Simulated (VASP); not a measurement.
# BaF2 (Frankdicksonite) (Fm-3m) in VASP: single point with PBEsol

Aim: the single point of BaF2 (Frankdicksonite) with PBEsol.

Everything below comes from runs of VASP 6.6.1. Logs are shortened: lines on timing, memory, paths and dates and some standing lists are left out, and cuts for length are marked.

### Step 1. The cell of the first run

It takes space group Fm-3m (No. 225, cubic). The conventional cell has a = 6.200 Å, b = 6.200 Å, c = 6.200 Å, α = 90.00°, β = 90.00°, γ = 90.00°. Within 3.5 Å of Ba (site symmetry m-3m) lie 8 F at 2.68 Å. F (site symmetry -43m) has 4 Ba at 2.68 Å and 6 F at 3.10 Å within 3.5 Å.

### Step 2. Single point, PBEsol

File INCAR:

```
PREC = Accurate ; ENCUT = 600
EDIFF = 1E-6 ; ISMEAR = -1
SIGMA = 0.0272 ; LREAL = F
LASPH = T ; NELM = 120
ALGO = Normal ; ISIF = 2
LWAVE = F ; LCHARG = F
GGA = PS ; NBANDS = 19
GGA_COMPAT = F
```

File KPOINTS:

```
Automatic mesh
0
Gamma
  6 6 6
```

File POSCAR:

```
BaF2
1.0
    0.0000000000      3.1000500000      3.1000500000
    3.1000500000      0.0000000000      3.1000500000
    3.1000500000      3.1000500000      0.0000000000
Ba F
1 2
Direct
    0.0000000000      0.0000000000      0.0000000000
    0.2500000000      0.2500000000      0.2500000000
    0.7500000000      0.7500000000      0.7500000000
```

Potentials or basis: VASP PAW PBE potentials, release 64 (Ba_sv, F).

On the command line:

```console
cat potpaw_PBE.64/Ba_sv/POTCAR potpaw_PBE.64/F/POTCAR > POTCAR
mpirun -np 1 vasp_std > vasp.out
```

OUTCAR:

```text
PREC = Accurate
   ENCUT = 600
   EDIFF = 1E-6
   ISMEAR = -1
   LREAL = F
   LASPH = T
   NELM = 120
   ISIF = 2
   GGA = PS

 ion  position               nearest neighbor table
   1  0.000  0.000  0.000-   3 2.68   3 2.68   2 2.68   3 2.68   2 2.68   2 2.68   3 2.68   2 2.68

   2  0.250  0.250  0.250-   1 2.68   1 2.68   1 2.68   1 2.68
   3  0.750  0.750  0.750-   1 2.68   1 2.68   1 2.68   1 2.68

  LATTYP: Found a face centered cubic cell.
 ALAT       =     6.2001000000

  Lattice vectors:

 A1 = (   0.0000000000,   3.1000500000,   3.1000500000)
 A2 = (   3.1000500000,   0.0000000000,   3.1000500000)
 A3 = (   3.1000500000,   3.1000500000,   0.0000000000)

Analysis of symmetry for initial positions (statically):
=====================================================================
 Subroutine PRICEL returns:
 Original cell was already a primitive cell.

 Routine SETGRP: Setting up the symmetry group for a
 face centered cubic supercell.

 Subroutine GETGRP returns: Found 48 space group operations
 (whereof 48 operations were pure point group operations)
 out of a pool of 48 trial point group operations.

The static configuration has the point symmetry O_h .

Analysis of symmetry for dynamics (positions and initial velocities):
=====================================================================
 Subroutine PRICEL returns:
 Original cell was already a primitive cell.

 Routine SETGRP: Setting up the symmetry group for a
 face centered cubic supercell.

 Subroutine GETGRP returns: Found 48 space group operations
 (whereof 48 operations were pure point group operations)
 out of a pool of 48 trial point group operations.

The dynamic configuration has the point symmetry O_h .

 Subroutine INISYM returns: Found 48 space group operations
 (whereof 48 operations are pure point group operations),
 and found     1 'primitive' translations

----------------------------------------------------------------------------------------

                                     Primitive cell

  volume of cell :      59.5849

  direct lattice vectors                    reciprocal lattice vectors
     0.000000000  3.100050000  3.100050000    -0.161287721  0.161287721  0.161287721
     3.100050000  0.000000000  3.100050000     0.161287721 -0.161287721  0.161287721
     3.100050000  3.100050000  0.000000000     0.161287721  0.161287721 -0.161287721

  length of vectors
[... 73 lines left out ...]
   ENCUT  =  600.0 eV  44.10 Ry    6.64 a.u.   8.76  8.76  8.76*2*pi/ulx,y,z
   NELM   =    120;   NELMIN=  2; NELMDL= -5     # of ELM steps
   EDIFF  = 0.1E-05   stopping-criterion for ELM
   LREAL  =      F    real-space projection
   EDIFFG = 0.1E-04   stopping-criterion for IOM
   NSW    =      0    number of steps for IOM
   IBRION =     -1    ionic relax: 0-MD 1-quasi-New 2-CG
   NFREE  =      0    steps in history (QN), initial steepest desc. (CG)
   ISIF   =      2    stress and relaxation
   ISYM   =      2    0-nonsym 1-usesym 2-fastsym
   POTIM  = 0.5000    time-step for ionic-motion
   TEBEG  =    0.0;   TEEND  =   0.0 temperature during run
   PSTRESS=    0.0 pullay stress
   NELECT =      24.0000    total number of electrons
   NUPDOWN=      -1.0000    fix difference up-down
   EMIN   =  10.00;   EMAX   =-10.00  energy-range for DOS
   EFERMI =   0.00;   METHOD = LEGACY
   ISMEAR =    -1;   SIGMA  =   0.03  broadening in eV -4-tet -1-fermi 0-gaus
   EFERMI_NEDOS =   21; number of points for ismear=-14 and -15
   IALGO  =     38    algorithm
   IMIX   =      4    mixing-type and parameters
     AMIX     =   0.40;   BMIX     =  1.00
     AMIX_MAG =   1.60;   BMIX_MAG =  1.00
  volume/ion in A,a.u.               =      19.86       134.03
  Fermi-wavevector in a.u.,A,eV,Ry     =   1.209019  2.284715 19.888011  1.461728
  Thomas-Fermi vector in A             =   2.344609
   LORBIT       =      0    0 simple, 1 ext, 2 COOP (PROOUT), +10 PAW based schemes
   GGA     = PS    functional components
   LHFCALC =     F    Hartree Fock is set to
   AEXX    =    0.0000 exact exchange contribution
   IVDW    =     0    specifies the selected vdW correction
   LEPSILON=     F    determine dielectric tensor
   LRPA    =     F    only Hartree local field effects (RPA)
 non-spin polarized calculation
  energy-cutoff  :      600.00
  volume of cell :       59.58
 maximum number of plane-waves:      2012
   NGX = 17   NGY = 17   NGZ = 17

 number of electron      24.0000002 magnetization

 Free energy of the ion-electron system (eV)
  ---------------------------------------------------
  ext. energy  EPLUGINS =         0.00000000
  ---------------------------------------------------
  free energy    TOTEN  =       -17.64488490 eV

  energy without entropy =      -17.64488490  energy(sigma->0) =      -17.64488490

 E-fermi :  -1.5179     XC(G=0):  -8.9123

 val. band max:       -2.2039243398   @ k =  -0.1667   0.1667   0.0000
 cond. band min:       4.4373742820   @ k =   0.0000   0.0000   0.0000
 fundamental gap:      6.6412986218
 Fermi energy:        -1.5179413508

 k-point     1 :       0.0000    0.0000    0.0000
  band No.  band energies     occupation
      1     -25.2691      2.00000
      2     -20.9979      2.00000
      3     -20.9566      2.00000
      4     -10.0984      2.00000
      5     -10.0984      2.00000
      6     -10.0984      2.00000
[... 329 lines left out ...]
      6     -10.0729      2.00000
[... 11 lines left out ...]
     18      12.1474      0.00000
     19      12.3424      0.00000

------------------------ aborting loop because EDIFF is reached ----------------------------------------

  FORCE on cell =-STRESS in cart. coord.  units (eV):
  Direction    XX          YY          ZZ          XY          YZ          ZX
  --------------------------------------------------------------------------------------
  -------------------------------------------------------------------------------------
  Total       -0.2624498     -0.2624498     -0.2624498      0.0000000      0.0000000     -0.0000000
  in kB       -7.0570110     -7.0570110     -7.0570110      0.0000000      0.0000000     -0.0000000
  external PRESSURE =      -7.0570110 kB  Pullay stress =       0.0000000 kB

 VOLUME and BASIS-vectors are now :
 -----------------------------------------------------------------------------
  energy-cutoff  :      600.00
  volume of cell :       59.58
      direct lattice vectors                 reciprocal lattice vectors
     0.000000000  3.100050000  3.100050000    -0.161287721  0.161287721  0.161287721
     3.100050000  0.000000000  3.100050000     0.161287721 -0.161287721  0.161287721
     3.100050000  3.100050000  0.000000000     0.161287721  0.161287721 -0.161287721

 POSITION                                       TOTAL-FORCE (eV/Angst)
 -----------------------------------------------------------------------------------
      0.00000      0.00000      0.00000         0.000000     -0.000000     -0.000000
      1.55002      1.55002      1.55002        -0.000000      0.000000     -0.000000
      4.65008      4.65008      4.65008         0.000000      0.000000      0.000000
 -----------------------------------------------------------------------------------
    total drift:                                0.000000      0.000000      0.000000

  FREE ENERGIE OF THE ION-ELECTRON SYSTEM (eV)
  ---------------------------------------------------
  free  energy   TOTEN  =       -17.6448849034 eV

  energy  without entropy=      -17.6448849034  energy(sigma->0) =      -17.64488490
```

stdout:

```text
POSCAR found type information on POSCAR BaF
 POSCAR found :  2 types and       3 ions
 scaLAPACK will be used
 -----------------------------------------------------------------------------
|                                                                             |
|                                                                             |
|     You enforced a specific xc type in the INCAR file but a different       |
|     I HOPE YOU KNOW WHAT YOU ARE DOING!                                     |
|                                                                             |
 -----------------------------------------------------------------------------

 LDA part: xc-table for (Slater+PW92), standard interpolation
 POSCAR, INCAR and KPOINTS ok, starting setup
 FFT: planning ... GRIDC
 FFT: planning ... GRID_SOFT
 FFT: planning ... GRID
 WAVECAR not read
 entering main loop
```

Run time: 32 s. Hardware: 1 thread of Intel Xeon 8259CL, shared host; peak memory 0.21 GiB.

Results:

- Free energy: -17.6449 eV
- Pressure: -0.7 GPa
- Band gap on the k mesh: 6.64 eV, indirect (least direct gap 6.71 eV)

Caveat: the PAW data sets were made with another functional, which shifts forces and pressure a little; spin-orbit coupling is left out, which moves the levels of the heavy elements. A k mesh can miss the band edges.
